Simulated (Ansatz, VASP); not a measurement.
## One calculation of CoSn, two programs

```xyz
2
Lattice="0.0000 2.8638 2.8638 2.8638 0.0000 2.8638 2.8638 2.8638 0.0000" Properties=species:S:1:pos:R:3 pbc="T T T"
Co    0.0000    0.0000    0.0000
Sn    4.2958    4.2958    4.2958
```

Alike in both runs: functional PBE; k mesh 6 × 6 × 6; occupations gaussian, width 0.1 eV; no spin polarisation.

Ansatz relaxed the structure, and its values are those at the end. VASP's run is a single point on that final structure, the one shown.

```csv
,VASP,Ansatz
version,VASP 6.6.1,Ansatz 0.2.0
potentials or method,"VASP PAW PBE potentials, release 64 (Co, Sn_d), cutoff 520 eV","scalar-relativistic, plane waves, PAW"
valence electrons in the cell,23,31
```

|  | VASP | Ansatz | Ansatz less VASP |
| --- | --- | --- | --- |
| gap on the k mesh at the Fermi level (eV) | none | none | - |
| pressure (GPa) | -0.2 | 0.0 | +0.16 |

A gap of «none» marks a metal or a gap that the smearing closes. With one functional, cell and mesh, what is left measures potentials, basis and numerics. VASP's potentials hold 23 valence electrons a cell and Ansatz's 31, so a difference there can come from the potentials and not from the codes.
